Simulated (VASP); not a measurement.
# V (Im-3m) in VASP: notebook

V is run at these levels: PBE, LDA, BLYP; tasks: single point.

Everything below comes from runs of VASP 6.6.1. Logs are shortened: lines on timing, memory, paths and dates and some standing lists are left out, and cuts for length are marked.

**1. The cell of the first run**

Symmetry: Im-3m, No. 229, cubic system. Conventional cell: a = 3.026 Å, b = 3.026 Å, c = 3.026 Å, α = 90.00°, β = 90.00°, γ = 90.00°. Within 3.5 Å of V (site symmetry m-3m) lie 14 V at 2.62 to 3.03 Å.

**2. Single point, PBE, collinear spin, ferromagnetic start**

INCAR

```
PREC     = Accurate       # precision mode
ENCUT    = 500            # plane-wave cutoff, eV
EDIFF    = 1E-6           # SCF threshold, eV
ISMEAR   = 0              # smearing method
SIGMA    = 0.1            # smearing width, eV
LREAL    = F              # projectors in reciprocal space
LASPH    = T              # aspherical terms in the spheres
NELM     = 200            # most SCF steps
ALGO     = Normal         # electronic algorithm
ISIF     = 2              # what is computed and relaxed
LWAVE    = F              # write WAVECAR
LCHARG   = F              # write CHGCAR
ISPIN    = 2              # spin polarisation
MAGMOM   = 0.51           # initial moments
LORBIT   = 11             # projections on sites
LMAXMIX  = 4              # l up to which the mixer works
GGA      = PE             # functional
NELECT   = 14.0         
NBANDS   = 16             # bands
GGA_COMPAT= F
```

KPOINTS

```
Automatic mesh
0
Gamma
  6 6 6
```

POSCAR

```
V
1.0
   -1.5130000000      1.5130000000      1.5130000000
    1.5130000000     -1.5130000000      1.5130000000
    1.5130000000      1.5130000000     -1.5130000000
V
1
Direct
    0.0000000000      0.0000000000      0.0000000000
```

Potentials or basis: VASP PAW PBE potentials, release 64 (V_sv).

Run with:

```
$ cat potpaw_PBE.64/V_sv/POTCAR > POTCAR
$ mpirun -np 1 vasp_std > vasp.out
```

OUTCAR:

```text
PREC = Accurate
   ENCUT = 500
   EDIFF = 1E-6
   ISMEAR = 0
   LREAL = F
   LASPH = T
   NELM = 200
   ISIF = 2
   ISPIN = 2
   LORBIT = 11
   GGA = PE
   NELECT = 14.0

 ion  position               nearest neighbor table
   1  0.000  0.000  0.000-

  LATTYP: Found a body centered cubic cell.
 ALAT       =     3.0260000000

  Lattice vectors:

 A1 = (  -1.5130000000,   1.5130000000,   1.5130000000)
 A2 = (   1.5130000000,  -1.5130000000,   1.5130000000)
 A3 = (   1.5130000000,   1.5130000000,  -1.5130000000)

Analysis of symmetry for initial positions (statically):
=====================================================================
 Subroutine PRICEL returns:
 Original cell was already a primitive cell.

 Routine SETGRP: Setting up the symmetry group for a
 body centered cubic supercell.

 Subroutine GETGRP returns: Found 48 space group operations
 (whereof 48 operations were pure point group operations)
 out of a pool of 48 trial point group operations.

The static configuration has the point symmetry O_h .

Analysis of symmetry for dynamics (positions and initial velocities):
=====================================================================
 Subroutine PRICEL returns:
 Original cell was already a primitive cell.

 Routine SETGRP: Setting up the symmetry group for a
 body centered cubic supercell.

 Subroutine GETGRP returns: Found 48 space group operations
 (whereof 48 operations were pure point group operations)
 out of a pool of 48 trial point group operations.

The dynamic configuration has the point symmetry O_h .

Analysis of structural, dynamic, and magnetic symmetry:
=====================================================================
 Subroutine PRICEL returns:
 Original cell was already a primitive cell.

 Routine SETGRP: Setting up the symmetry group for a
 body centered cubic supercell.

 Subroutine GETGRP returns: Found 48 space group operations
 (whereof 48 operations were pure point group operations)
 out of a pool of 48 trial point group operations.

The overall configuration has the point symmetry O_h .

 Subroutine INISYM returns: Found 48 space group operations
 (whereof 48 operations are pure point group operations),
 and found     1 'primitive' translations

----------------------------------------------------------------------------------------

                                     Primitive cell

  volume of cell :      13.8541

  direct lattice vectors                    reciprocal lattice vectors
    -1.513000000  1.513000000  1.513000000     0.000000000  0.330469266  0.330469266
     1.513000000 -1.513000000  1.513000000     0.330469266  0.000000000  0.330469266
     1.513000000  1.513000000 -1.513000000     0.330469266  0.330469266  0.000000000

  length of vectors
     2.620592872  2.620592872  2.620592872     0.467354118  0.467354118  0.467354118

  position of ions in fractional coordinates (direct lattice)
     0.000000000  0.000000000  0.000000000

  ion indices of the primitive-cell ions
   primitive index   ion index
                 1           1

----------------------------------------------------------------------------------------

 KPOINTS: Automatic mesh

Automatic generation of k-mesh.
 Grid dimensions read from file:
 generate k-points for:    6    6    6

 Generating k-lattice:

  Cartesian coordinates                     Fractional coordinates (reciprocal lattice)
     0.000000000  0.055078211  0.055078211     0.166666667  0.000000000  0.000000000
     0.055078211  0.000000000  0.055078211     0.000000000  0.166666667  0.000000000
     0.055078211  0.055078211  0.000000000     0.000000000  0.000000000  0.166666667

  Length of vectors
     0.077892353  0.077892353  0.077892353

  Shift w.r.t. Gamma in fractional coordinates (k-lattice)
     0.000000000  0.000000000  0.000000000

 Subroutine IBZKPT returns following result:
 ===========================================

 Found     16 irreducible k-points:

 Following reciprocal coordinates:
            Coordinates               Weight
  0.000000  0.000000  0.000000      1.000000
  0.166667  0.000000  0.000000     12.000000
  0.333333  0.000000  0.000000     12.000000
  0.500000  0.000000  0.000000      6.000000
  0.166667  0.166667  0.000000     24.000000
  0.333333  0.166667  0.000000     48.000000
[... 8 lines left out ...]
  0.500000  0.500000  0.333333     12.000000
  0.500000  0.500000  0.500000      1.000000
   k-points           NKPTS =     16   k-points in BZ     NKDIM =     16   number of bands    NBANDS=     16
   number of dos      NEDOS =    301   number of ions     NIONS =      1
   total plane-waves  NPLWV =   8000
   dimension x,y,z NGX =    20 NGY =   20 NGZ =   20
   dimension x,y,z NGXF=    40 NGYF=   40 NGZF=   40
   ions per type =               1
   NGX,Y,Z   is equivalent  to a cutoff of  12.69, 12.69, 12.69 a.u.
   NGXF,Y,Z  is equivalent  to a cutoff of  25.38, 25.38, 25.38 a.u.
 SYSTEM =  unknown system
   PREC   = accura    normal or accurate (medium, high low for compatibility)
   ISTART =      0    job   : 0-new  1-cont  2-samecut
   ICHARG =      2    charge: 1-file 2-atom 10-const
   ISPIN  =      2    spin polarized calculation?
   LNONCOLLINEAR =      F non collinear calculations
   LSORBIT =      F    spin-orbit coupling
   LASPH  =      T    aspherical Exc in radial PAW
   ENCUT  =  500.0 eV  36.75 Ry    6.06 a.u.   4.78  4.78  4.78*2*pi/ulx,y,z
   NELM   =    200;   NELMIN=  2; NELMDL= -5     # of ELM steps
   EDIFF  = 0.1E-05   stopping-criterion for ELM
   LREAL  =      F    real-space projection
   EDIFFG = 0.1E-04   stopping-criterion for IOM
   NSW    =      0    number of steps for IOM
   IBRION =     -1    ionic relax: 0-MD 1-quasi-New 2-CG
   NFREE  =      0    steps in history (QN), initial steepest desc. (CG)
   ISIF   =      2    stress and relaxation
   ISYM   =      2    0-nonsym 1-usesym 2-fastsym
   POTIM  = 0.5000    time-step for ionic-motion
   TEBEG  =    0.0;   TEEND  =   0.0 temperature during run
   PSTRESS=    0.0 pullay stress
   NELECT =      14.0000    total number of electrons
   NUPDOWN=      -1.0000    fix difference up-down
   EMIN   =  10.00;   EMAX   =-10.00  energy-range for DOS
   EFERMI =   0.00;   METHOD = LEGACY
   ISMEAR =     0;   SIGMA  =   0.10  broadening in eV -4-tet -1-fermi 0-gaus
   EFERMI_NEDOS =   21; number of points for ismear=-14 and -15
   IALGO  =     38    algorithm
   IMIX   =      4    mixing-type and parameters
     AMIX     =   0.40;   BMIX     =  1.00
     AMIX_MAG =   1.60;   BMIX_MAG =  1.00
  volume/ion in A,a.u.               =      13.85        93.49
  Fermi-wavevector in a.u.,A,eV,Ry     =   1.642827  3.104493 36.720514  2.698882
  Thomas-Fermi vector in A             =   2.733064
   LORBIT       =     11    0 simple, 1 ext, 2 COOP (PROOUT), +10 PAW based schemes
   GGA     = PE    functional components
   LHFCALC =     F    Hartree Fock is set to
   AEXX    =    0.0000 exact exchange contribution
   IVDW    =     0    specifies the selected vdW correction
   LEPSILON=     F    determine dielectric tensor
   LRPA    =     F    only Hartree local field effects (RPA)
 spin polarized calculation
 Gauss-broadening in eV      SIGMA  =   0.10
  energy-cutoff  :      500.00
  volume of cell :       13.85
 maximum number of plane-waves:       370
   NGX =  9   NGY =  9   NGZ =  9

 number of electron      13.9999995 magnetization      -0.0008879

 number of electron      13.9999995 magnetization       0.0002251

 Free energy of the ion-electron system (eV)
  ---------------------------------------------------
  ext. energy  EPLUGINS =         0.00000000
  ---------------------------------------------------
  free energy    TOTEN  =         0.83381270 eV

  energy without entropy =        0.83935347  energy(sigma->0) =        0.83658309

 E-fermi :  10.8959     XC(G=0): -13.3965

 val. band max:       10.8758469383   @ k =   0.1667   0.0000   0.0000
 cond. band min:      11.0283810330   @ k =  -0.3333   0.3333   0.1667
 fundamental gap:      0.1525340948
 Fermi energy:        10.8959217739

 spin component 1

 k-point     1 :       0.0000    0.0000    0.0000
  band No.  band energies     occupation
      1     -53.5194      1.00000
      2     -26.8516      1.00000
      3     -26.8516      1.00000
      4     -26.8516      1.00000
      5       2.1058      1.00000
      6      10.0789      1.00000
[... 8 lines left out ...]
     15      35.7505      0.00000
     16      40.2970      0.00000
[... 267 lines left out ...]
 k-point    16 :       0.5000    0.5000    0.5000
  band No.  band energies     occupation
      1     -53.1937      1.00000
      2     -27.4704      1.00000
      3     -27.4704      1.00000
      4     -27.4704      1.00000
      5       6.2812      1.00000
      6       6.2812      1.00000
[... 8 lines left out ...]
     15      30.1833      0.00000
     16      40.5134      0.00000
 Fermi energy:        10.8959217739

 spin component 2

 k-point     1 :       0.0000    0.0000    0.0000
  band No.  band energies     occupation
      1     -53.5192      1.00000
      2     -26.8514      1.00000
      3     -26.8514      1.00000
      4     -26.8514      1.00000
      5       2.1059      1.00000
      6      10.0791      1.00000
[... 8 lines left out ...]
     15      35.7506      0.00000
     16      40.2971      0.00000
[... 267 lines left out ...]
 k-point    16 :       0.5000    0.5000    0.5000
  band No.  band energies     occupation
      1     -53.1935      1.00000
      2     -27.4702      1.00000
      3     -27.4702      1.00000
      4     -27.4702      1.00000
      5       6.2813      1.00000
      6       6.2813      1.00000
[... 8 lines left out ...]
     15      30.1834      0.00000
     16      40.5135      0.00000

------------------------ aborting loop because EDIFF is reached ----------------------------------------

  FORCE on cell =-STRESS in cart. coord.  units (eV):
  Direction    XX          YY          ZZ          XY          YZ          ZX
  --------------------------------------------------------------------------------------
  -------------------------------------------------------------------------------------
  Total       12.0990212     12.0990212     12.0990212      0.0000000      0.0000000     -0.0000000
  in kB     1399.2136904   1399.2136904   1399.2136904      0.0000000      0.0000000     -0.0000000
  external PRESSURE =    1399.2136904 kB  Pullay stress =       0.0000000 kB

 VOLUME and BASIS-vectors are now :
 -----------------------------------------------------------------------------
  energy-cutoff  :      500.00
  volume of cell :       13.85
      direct lattice vectors                 reciprocal lattice vectors
    -1.513000000  1.513000000  1.513000000     0.000000000  0.330469266  0.330469266
     1.513000000 -1.513000000  1.513000000     0.330469266  0.000000000  0.330469266
     1.513000000  1.513000000 -1.513000000     0.330469266  0.330469266  0.000000000

 POSITION                                       TOTAL-FORCE (eV/Angst)
 -----------------------------------------------------------------------------------
      0.00000      0.00000      0.00000         0.000000     -0.000000     -0.000000
 -----------------------------------------------------------------------------------
    total drift:                                0.000000     -0.000000      0.000000

  FREE ENERGIE OF THE ION-ELECTRON SYSTEM (eV)
  ---------------------------------------------------
  free  energy   TOTEN  =         0.8338127047 eV

  energy  without entropy=        0.8393534735  energy(sigma->0) =        0.83658309

 total charge

# of ion       s       p       d       tot
------------------------------------------
    1        2.347   6.334   3.590  12.271

 magnetization (x)

# of ion       s       p       d       tot
------------------------------------------
    1       -0.000   0.000   0.000   0.000
```

Run time: 6 s. Hardware: 1 thread of Intel Xeon Platinum 8375C at 2.90GHz (Ice Lake), shared host; peak memory 0.13 GiB.

What came out:

| Quantity | Value |
| --- | --- |
| Free energy | 0.8338 eV |
| Net moment | 0.00 μB per cell |
| Valence electrons inside the program's atomic spheres | V 12.27 |

Caveat: the k points lie up to 0.49 Å⁻¹ apart; the cell carries a net charge on a neutralising background, which shifts energy and pressure; the cell is charged against a uniform background, so pressure and absolute levels hang on convention.

**3. Single point, LDA, collinear spin, ferromagnetic start**

INCAR

```
  PREC = Accurate
  ENCUT = 500
  EDIFF = 1E-6
  ISMEAR = -5
  SIGMA = 0.1
  LREAL = F
  LASPH = T
  NELM = 200
  ALGO = Normal
  ISIF = 2
  LWAVE = F
  LCHARG = F
  ISPIN = 2
  MAGMOM = 0.51
  LORBIT = 11
  LMAXMIX = 4
  GGA = CA
  NBANDS = 16
  GGA_COMPAT = F
```

KPOINTS

```
Automatic mesh
0
Gamma
  3 3 3
```

POSCAR is that of step 2.

Potentials or basis: VASP PAW LDA potentials, release 64 (V_sv).

Run with:

```
$ cat potpaw_LDA.64/V_sv/POTCAR > POTCAR
$ mpirun -np 1 vasp_std > vasp.out
```

Wall time 7 s (1 thread of AMD EPYC 7R13, shared host); peak memory 0.09 GiB.

The run converged. Its results:

* Free energy: -10.0866 eV
* Pressure: -19.5 GPa
* Net moment: 0.06 μB per cell
* Site moments: V +0.03 μB
* Valence electrons inside the program's atomic spheres: V 11.61

Levels at points of the mesh, in eV from the Fermi level:
Spin up:
```tsv
k point	band 4	band 5	band 6	band 7	band 8	band 9
(0.00, 0.00, 0.00)	-36.99	-6.55	0.18	0.18	0.18	2.09
```
Spin down:
| k point | band 2 | band 3 | band 4 | band 5 | band 6 | band 7 | band 8 | band 9 | band 10 | band 11 |
| --- | --- | --- | --- | --- | --- | --- | --- | --- | --- | --- |
| (0.00, 0.00, 0.00) | -36.97 | -36.97 | -36.97 | -6.49 | 0.20 | 0.20 | 0.20 | 2.12 | 2.12 | 20.31 |

Caveat: the k points lie up to 0.98 Å⁻¹ apart; tetrahedron occupations give inexact forces and stress in metals.

[end of part 1 of 3]
